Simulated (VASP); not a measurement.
The system is Ge.

```
CELL_PARAMETERS angstrom
0.00000 2.82891 2.82891
2.82891 0.00000 2.82891
2.82891 2.82891 0.00000
ATOMIC_POSITIONS crystal
Ge 0.75000 0.75000 0.75000
Ge 0.50000 0.50000 0.50000
```

```yaml
Program: VASP 6.6.1
Task: relaxation of cell and atoms
Functional: RPBE
Potentials_or_basis: VASP PAW PBE potentials, release 64 (Ge_d)
Cutoff: 600 eV
k_mesh: 8 × 8 × 8
Occupations: fermi-dirac, width 0.05 eV
Spin: no spin polarisation
```

At the start: pressure 5.3 GPa; volume 22.64 Å³/atom.

Q: Where does the relaxation end?

A: Over 3 steps the energy falls by 30.2 meV/atom and the volume is 24.57 Å³/atom (+8.5 %); space group Fd-3m (No. 227, to 0.1 Å) before and after.

The path:
```csv
step,energy change (eV),largest force (eV/Å),pressure (GPa),volume (Å³)
1,0.0000,0.0000,5.30,45.28
2,-0.0557,0.0000,-1.34,50.36
3,-0.0603,0.0000,0.03,49.14
```

Final structure:
```cif
data_structure
_symmetry_space_group_name_H-M 'P 1'
_symmetry_Int_Tables_number 1
_cell_length_a 4.1115
_cell_length_b 4.1115
_cell_length_c 4.1115
_cell_angle_alpha 60.000
_cell_angle_beta 60.000
_cell_angle_gamma 60.000
_cell_volume 49.14
loop_
_atom_site_label
_atom_site_type_symbol
_atom_site_fract_x
_atom_site_fract_y
_atom_site_fract_z
_atom_site_occupancy
Ge1 Ge 0.75000 0.75000 0.75000 1
Ge2 Ge 0.50000 0.50000 0.50000 1
```

The cell as given is a measured one (22.64 Å³/atom); RPBE puts the equilibrium volume +8.5 % from it, thermal expansion not counted.

Caveat: the PAW data sets were made with another functional, which shifts forces and pressure a little.
